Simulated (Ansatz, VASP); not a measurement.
CdF2 in VASP and in Ansatz

```
Cd F
1.0
     0.00000    2.70052    2.70052
     2.70052    0.00000    2.70052
     2.70052    2.70052    0.00000
Cd F
1 2
Direct
  0.03750 0.98750 0.98750
  0.21250 0.26250 0.26250
  0.75000 0.75000 0.75000
```

Change from the starting cell: shortest bond scaled by 1.1, PAW files.

Alike in both runs: task electric field gradients; functional PBE; k mesh 7 × 7 × 7; occupations fermi-dirac, width 0.03 eV; no spin polarisation.

```csv
,VASP,Ansatz
version,VASP 6.6.1,Ansatz 0.2.0
potentials or method,"VASP PAW PBE potentials, release 64 (Cd, F)","PAW with Ansatz's default frozen-core files, scalar-relativistic"
plane-wave cutoff (eV),520,420
valence electrons in the cell,26,34
```

Ansatz gave:

- gap on the k mesh at the Fermi level (eV): 3.14
- pressure (GPa): 6.1
- traceless stress, the component that is largest in VASP (GPa): -0.16
- rms of the force components (eV/Å): 0.310
- size of Vzz on the site where it differs most (V/Å²): 18.1

Problem. Estimate VASP's values.

Solution. gap on the k mesh at the Fermi level (eV): 3.11; pressure (GPa): 6.9; traceless stress, the component that is largest in VASP (GPa): -0.13; rms of the force components (eV/Å): 0.339; size of Vzz on the site where it differs most (V/Å²): 15.9.

Atom by atom the forces differ by 0.031 eV/Å (rms over components). VASP's potentials hold 26 valence electrons a cell and Ansatz's 34, so a difference there can come from the potentials and not from the codes.
